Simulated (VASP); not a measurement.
# Au (Fd-3m) in VASP: a series of runs

Au is run at these levels: PBE; tasks: single point.

Program: VASP 6.6.1. These are calculated values, not measurements. Logs are shortened: lines on timing, memory, paths and dates and some standing lists are left out, and cuts for length are marked.

### Step 1. The cell of the first run

The structure is cubic, space group Fd-3m (No. 227). The conventional cell has a = 4.652 Å, b = 4.652 Å, c = 4.652 Å, α = 90.00°, β = 90.00°, γ = 90.00°. Within 2.7 Å of Au (site symmetry -43m) lie 4 Au at 2.01 Å.

### Step 2. Single point, PBE (volume scaled by 0.43)

INCAR reads:

```
SYSTEM = Au
PREC     = Accurate       ! precision mode
ENCUT    = 520            ! plane-wave cutoff, eV
EDIFF    = 1E-7           ! SCF threshold, eV
ISMEAR   = -1             ! smearing method
SIGMA    = 0.05           ! smearing width, eV
LREAL    = .FALSE.        ! projectors in reciprocal space
LASPH    = .TRUE.         ! aspherical terms in the spheres
NELM     = 100            ! most SCF steps
ALGO     = Normal         ! electronic algorithm
ISIF     = 2              ! what is computed and relaxed
LWAVE    = .FALSE.        ! write WAVECAR
LCHARG   = .FALSE.        ! write CHGCAR
GGA      = PE             ! functional
NBANDS   = 18             ! bands
```

KPOINTS reads:

```
regular mesh
0
G
  12 12 12
  0 0 0
```

POSCAR reads:

```
Au
1.0
    0.0000000000      2.3258452984      2.3258452984
    2.3258452984      0.0000000000      2.3258452984
    2.3258452984      2.3258452984      0.0000000000
Au
2
Direct
   -0.1250000000     -0.1250000000     -0.1250000000
    0.1250000000      0.1250000000      0.1250000000
```

Potentials or basis: VASP PAW PBE potentials, release 64 (Au).

Command:

```bash
$ cat potpaw_PBE.64/Au/POTCAR > POTCAR
$ mpirun -np 1 vasp_std > vasp.out
```

OUTCAR:

```text
SYSTEM = Au
   PREC = Accurate
   ENCUT = 520
   EDIFF = 1E-7
   ISMEAR = -1
   LREAL = .FALSE.
   LASPH = .TRUE.
   NELM = 100
   ISIF = 2
   GGA = PE

 ion  position               nearest neighbor table
   1  0.875  0.875  0.875-   2 2.01   2 2.01   2 2.01   2 2.01
   2  0.125  0.125  0.125-   1 2.01   1 2.01   1 2.01   1 2.01

  LATTYP: Found a face centered cubic cell.
 ALAT       =     4.6516905968

  Lattice vectors:

 A1 = (   0.0000000000,   2.3258452984,   2.3258452984)
 A2 = (   2.3258452984,   0.0000000000,   2.3258452984)
 A3 = (   2.3258452984,   2.3258452984,   0.0000000000)

Analysis of symmetry for initial positions (statically):
=====================================================================
 Subroutine PRICEL returns:
 Original cell was already a primitive cell.

 Routine SETGRP: Setting up the symmetry group for a
 face centered cubic supercell.

 Subroutine GETGRP returns: Found 48 space group operations
 (whereof 12 operations were pure point group operations)
 out of a pool of 48 trial point group operations.

The static configuration has the point symmetry D_3d.
 The point group associated with its full space group is O_h .

Analysis of symmetry for dynamics (positions and initial velocities):
=====================================================================
 Subroutine PRICEL returns:
 Original cell was already a primitive cell.

 Routine SETGRP: Setting up the symmetry group for a
 face centered cubic supercell.

 Subroutine GETGRP returns: Found 48 space group operations
 (whereof 12 operations were pure point group operations)
 out of a pool of 48 trial point group operations.

The dynamic configuration has the point symmetry D_3d.
 The point group associated with its full space group is O_h .

 Subroutine INISYM returns: Found 48 space group operations
 (whereof 12 operations are pure point group operations),
 and found     1 'primitive' translations

----------------------------------------------------------------------------------------

                                     Primitive cell

  volume of cell :      25.1636

  direct lattice vectors                    reciprocal lattice vectors
     0.000000000  2.325845298  2.325845298    -0.214975605  0.214975605  0.214975605
     2.325845298  0.000000000  2.325845298     0.214975605 -0.214975605  0.214975605
     2.325845298  2.325845298  0.000000000     0.214975605  0.214975605 -0.214975605

  length of vectors
     3.289241965  3.289241965  3.289241965     0.372348670  0.372348670  0.372348670

  position of ions in fractional coordinates (direct lattice)
     0.875000000  0.875000000  0.875000000
     0.125000000  0.125000000  0.125000000

  ion indices of the primitive-cell ions
   primitive index   ion index
                 1           1
                 2           2

----------------------------------------------------------------------------------------

 KPOINTS: regular mesh

Automatic generation of k-mesh.
 Grid dimensions read from file:
 generate k-points for:   12   12   12

 Generating k-lattice:

  Cartesian coordinates                     Fractional coordinates (reciprocal lattice)
    -0.017914634  0.017914634  0.017914634     0.083333333  0.000000000  0.000000000
     0.017914634 -0.017914634  0.017914634     0.000000000  0.083333333  0.000000000
     0.017914634  0.017914634 -0.017914634     0.000000000  0.000000000  0.083333333

  Length of vectors
     0.031029056  0.031029056  0.031029056

  Shift w.r.t. Gamma in fractional coordinates (k-lattice)
     0.000000000  0.000000000  0.000000000

 Subroutine IBZKPT returns following result:
 ===========================================

 Found     72 irreducible k-points:

 Following reciprocal coordinates:
            Coordinates               Weight
  0.000000  0.000000  0.000000      1.000000
  0.083333  0.000000  0.000000      8.000000
  0.166667  0.000000  0.000000      8.000000
  0.250000  0.000000  0.000000      8.000000
  0.333333  0.000000  0.000000      8.000000
  0.416667  0.000000  0.000000      8.000000
[... 16 lines left out ...]
  0.500000  0.166667  0.000000     24.000000
 -0.416667  0.166667  0.000000     24.000000
 [... further k-points ...]
   k-points           NKPTS =     72   k-points in BZ     NKDIM =     72   number of bands    NBANDS=     18
   number of dos      NEDOS =    301   number of ions     NIONS =      2
   total plane-waves  NPLWV =  13824
   dimension x,y,z NGX =    24 NGY =   24 NGZ =   24
   dimension x,y,z NGXF=    48 NGYF=   48 NGZF=   48
   ions per type =               2
   NGX,Y,Z   is equivalent  to a cutoff of  12.13, 12.13, 12.13 a.u.
   NGXF,Y,Z  is equivalent  to a cutoff of  24.26, 24.26, 24.26 a.u.
 SYSTEM =  Au
   PREC   = accura    normal or accurate (medium, high low for compatibility)
   ISTART =      0    job   : 0-new  1-cont  2-samecut
   ICHARG =      2    charge: 1-file 2-atom 10-const
   ISPIN  =      1    spin polarized calculation?
   LNONCOLLINEAR =      F non collinear calculations
   LSORBIT =      F    spin-orbit coupling
   LASPH  =      T    aspherical Exc in radial PAW
   ENCUT  =  520.0 eV  38.22 Ry    6.18 a.u.   6.12  6.12  6.12*2*pi/ulx,y,z
   NELM   =    100;   NELMIN=  2; NELMDL= -5     # of ELM steps
   EDIFF  = 0.1E-06   stopping-criterion for ELM
   LREAL  =      F    real-space projection
   EDIFFG = 0.1E-05   stopping-criterion for IOM
   NSW    =      0    number of steps for IOM
   IBRION =     -1    ionic relax: 0-MD 1-quasi-New 2-CG
   NFREE  =      0    steps in history (QN), initial steepest desc. (CG)
   ISIF   =      2    stress and relaxation
   ISYM   =      2    0-nonsym 1-usesym 2-fastsym
   POTIM  = 0.5000    time-step for ionic-motion
   TEBEG  =    0.0;   TEEND  =   0.0 temperature during run
   PSTRESS=    0.0 pullay stress
   NELECT =      22.0000    total number of electrons
   NUPDOWN=      -1.0000    fix difference up-down
   EMIN   =  10.00;   EMAX   =-10.00  energy-range for DOS
   EFERMI =   0.00;   METHOD = LEGACY
   ISMEAR =    -1;   SIGMA  =   0.05  broadening in eV -4-tet -1-fermi 0-gaus
   EFERMI_NEDOS =   21; number of points for ismear=-14 and -15
   IALGO  =     38    algorithm
   IMIX   =      4    mixing-type and parameters
     AMIX     =   0.40;   BMIX     =  1.00
     AMIX_MAG =   1.60;   BMIX_MAG =  1.00
  volume/ion in A,a.u.               =      12.58        84.91
  Fermi-wavevector in a.u.,A,eV,Ry     =   1.565398  2.958174 33.340700  2.450472
  Thomas-Fermi vector in A             =   2.667880
   LORBIT       =      0    0 simple, 1 ext, 2 COOP (PROOUT), +10 PAW based schemes
   GGA     = PE    functional components
   LHFCALC =     F    Hartree Fock is set to
   AEXX    =    0.0000 exact exchange contribution
   IVDW    =     0    specifies the selected vdW correction
   LEPSILON=     F    determine dielectric tensor
   LRPA    =     F    only Hartree local field effects (RPA)
 non-spin polarized calculation
  energy-cutoff  :      520.00
  volume of cell :       25.16
 maximum number of plane-waves:       700
   NGX = 13   NGY = 13   NGZ = 13

 number of electron      21.9999997 magnetization

 Free energy of the ion-electron system (eV)
  ---------------------------------------------------
  ext. energy  EPLUGINS =         0.00000000
  ---------------------------------------------------
  free energy    TOTEN  =        14.16430801 eV

  energy without entropy =       14.17061582  energy(sigma->0) =       14.16746192

 E-fermi :  16.2725     XC(G=0): -14.1890

 val. band max:       16.2720556959   @ k =  -0.4167   0.2500   0.0000
 cond. band min:      16.3022393897   @ k =   0.5000   0.0000   0.0000
 fundamental gap:      0.0301836938
 Fermi energy:        16.2724604084

 k-point     1 :       0.0000    0.0000    0.0000
  band No.  band energies     occupation
      1       2.5283      2.00000
      2       4.5156      2.00000
      3       4.5156      2.00000
      4       5.9135      2.00000
      5       5.9135      2.00000
      6       5.9135      2.00000
[... 10 lines left out ...]
     17      34.6632      0.00000
     18      34.6632      0.00000

 k-point     2 :       0.0833    0.0000    0.0000
  band No.  band energies     occupation
      1       2.7266      2.00000
      2       4.4187      2.00000
      3       4.4187      2.00000
      4       5.8750      2.00000
      5       6.0828      2.00000
      6       6.0828      2.00000
[... 10 lines left out ...]
     17      32.1715      0.00000
     18      33.5769      0.00000

 k-point     3 :       0.1667    0.0000    0.0000
  band No.  band energies     occupation
      1       3.2775      2.00000
      2       4.2777      2.00000
      3       4.2777      2.00000
      4       5.7824      2.00000
      5       6.3737      2.00000
      6       6.3737      2.00000
[... 10 lines left out ...]
     17      32.0887      0.00000
     18      32.0887      0.00000

 k-point     4 :       0.2500    0.0000    0.0000
  band No.  band energies     occupation
      1       4.0102      2.00000
      2       4.2539      2.00000
      3       4.2539      2.00000
      4       5.7006      2.00000
      5       6.4613      2.00000
      6       6.4613      2.00000
[... 10 lines left out ...]
     17      31.1059      0.00000
     18      32.7246      0.00000

 k-point     5 :       0.3333    0.0000    0.0000
  band No.  band energies     occupation
      1       4.4032      2.00000
      2       4.4032      2.00000
      3       4.5722      2.00000
      4       5.6983      2.00000
      5       6.2093      2.00000
      6       6.2093      2.00000
[... 10 lines left out ...]
     17      31.2566      0.00000
     18      35.0548      0.00000

 k-point     6 :       0.4167    0.0000    0.0000
  band No.  band energies     occupation
      1       4.7274      2.00000
      2       4.7274      2.00000
      3       4.7763      2.00000
      4       5.6993      2.00000
      5       5.7285      2.00000
      6       5.7285      2.00000
[... 10 lines left out ...]
     17      31.8809      0.00000
     18      35.6917      0.00000

 k-point     7 :       0.5000    0.0000    0.0000
  band No.  band energies     occupation
      1       4.8131      2.00000
      2       5.1886      2.00000
      3       5.1886      2.00000
      4       5.1977      2.00000
      5       5.1977      2.00000
      6       5.6767      2.00000
[... 10 lines left out ...]
     17      32.1995      0.00000
     18      35.7627      0.00000

 k-point     8 :       0.0833    0.0833    0.0000
  band No.  band energies     occupation
      1       2.7957      2.00000
      2       4.1784      2.00000
      3       4.6479      2.00000
      4       5.8795      2.00000
      5       5.8795      2.00000
      6       6.3386      2.00000
[... 10 lines left out ...]
     17      32.2865      0.00000
     18      32.2865      0.00000
[... 229 lines left out ...]
     17      31.2103      0.00000
     18      31.2103      0.00000

 k-point    20 :       0.2500    0.1667    0.0000
  band No.  band energies     occupation
      1       3.4769      2.00000
      2       4.2099      2.00000
      3       5.2074      2.00000
      4       5.6429      2.00000
      5       5.7743      2.00000
      6       7.5238      2.00000
[... 10 lines left out ...]
     17      31.6313      0.00000
     18      32.2296      0.00000

 k-point    21 :       0.3333    0.1667    0.0000
  band No.  band energies     occupation
      1       3.4587      2.00000
      2       4.7058      2.00000
      3       5.3281      2.00000
      4       5.6367      2.00000
      5       5.7247      2.00000
      6       7.5123      2.00000
[... 10 lines left out ...]
     17      32.3842      0.00000
     18      33.6862      0.00000

 k-point    22 :       0.4167    0.1667    0.0000
  band No.  band energies     occupation
      1       3.5572      2.00000
      2       4.6324      2.00000
      3       5.2890      2.00000
      4       5.7364      2.00000
      5       6.0040      2.00000
      6       7.2953      2.00000
[... 10 lines left out ...]
     17      33.2796      0.00000
     18      34.9196      0.00000

 k-point    23 :       0.5000    0.1667    0.0000
  band No.  band energies     occupation
      1       3.6599      2.00000
      2       4.6376      2.00000
      3       4.8788      2.00000
      4       6.1247      2.00000
      5       6.2008      2.00000
      6       6.8919      2.00000
[... 10 lines left out ...]
     17      33.9042      0.00000
     18      35.6661      0.00000

 k-point    24 :      -0.4167    0.1667    0.0000
  band No.  band energies     occupation
      1       3.7603      2.00000
      2       4.4235      2.00000
      3       4.8944      2.00000
      4       6.1614      2.00000
      5       6.4575      2.00000
      6       6.6564      2.00000
[... 10 lines left out ...]
     17      33.5275      0.00000
     18      36.5279      0.00000

 [... further k-points ...]
[... 5 lines left out ...]
  --------------------------------------------------------------------------------------
  -------------------------------------------------------------------------------------
  Total       65.5979091     65.5979091     65.5979091      0.0000000     -0.0000000      0.0000000
  in kB     4176.6502500   4176.6502500   4176.6502500      0.0000000     -0.0000000      0.0000000
  external PRESSURE =    4176.6502500 kB  Pullay stress =       0.0000000 kB

 VOLUME and BASIS-vectors are now :
 -----------------------------------------------------------------------------
  energy-cutoff  :      520.00
  volume of cell :       25.16
      direct lattice vectors                 reciprocal lattice vectors
     0.000000000  2.325845298  2.325845298    -0.214975605  0.214975605  0.214975605
     2.325845298  0.000000000  2.325845298     0.214975605 -0.214975605  0.214975605
     2.325845298  2.325845298  0.000000000     0.214975605  0.214975605 -0.214975605

 POSITION                                       TOTAL-FORCE (eV/Angst)
 -----------------------------------------------------------------------------------
      4.07023      4.07023      4.07023        -0.000000     -0.000000     -0.000000
      0.58146      0.58146      0.58146         0.000000      0.000000      0.000000
 -----------------------------------------------------------------------------------
    total drift:                                0.000000      0.000000      0.000000

  FREE ENERGIE OF THE ION-ELECTRON SYSTEM (eV)
  ---------------------------------------------------
  free  energy   TOTEN  =        14.1643080052 eV

  energy  without entropy=       14.1706158248  energy(sigma->0) =       14.16746192
```

Wall time 18 s (1 thread of Intel Xeon Platinum 8259CL at 2.50GHz (Skylake/Cascade Lake), shared host); peak memory 0.15 GiB.

What came out:

- Free energy: 14.1643 eV
- Pressure: 417.7 GPa
- Band gap on the k mesh: zero (band 11 reaches 17.02 eV, above the bottom of band 12 at 16.22 eV)

Caveat: spin-orbit coupling is left out, which moves the levels of the heavy elements.

### Step 3. Single point, PBE (volume scaled by 0.43)

INCAR reads:

```
PREC = Accurate
ENCUT = 520
EDIFF = 1E-6
ISMEAR = -1
SIGMA = 0.05
LREAL = F
LASPH = T
NELM = 80
ALGO = Normal
ISIF = 2
LWAVE = F
LCHARG = F
GGA = PE
NBANDS = 18
```

KPOINTS reads:

```
Automatic mesh
0
Gamma
  12 12 12
```

POSCAR is that of step 2.

Potentials or basis: VASP PAW PBE potentials, release 64 (Au).

Command:

```bash
$ cat potpaw_PBE.64/Au/POTCAR > POTCAR
$ mpirun -np 1 vasp_std > vasp.out
```

Run time: 16 s. Hardware: 1 thread of Intel Xeon Platinum 8259CL at 2.50GHz (Skylake/Cascade Lake), shared host; peak memory 0.15 GiB.

It converged, with:

* Free energy: 14.1643 eV
* Pressure: 417.6 GPa
* Band gap on the k mesh: zero (band 11 reaches 17.02 eV, above the bottom of band 12 at 16.22 eV)

Levels at points of the mesh, in eV from the Fermi level:
```csv
k point,band 8,band 9,band 10,band 11,band 12,band 13,band 14,band 15
"(0.00, 0.00, 0.00)",-5.57,-5.57,-1.02,-1.02,11.40,12.13,12.46,12.46
"(0.50, 0.00, 0.00)",-4.22,-4.22,-2.18,-2.18,0.03,8.89,11.62,11.62
"(0.50, 0.50, 0.00)",-7.24,-1.70,-1.70,0.75,0.75,3.18,3.18,11.95
```

Caveat: spin-orbit coupling is left out, which moves the levels of the heavy elements.

(Continued in part 2 of 2.)
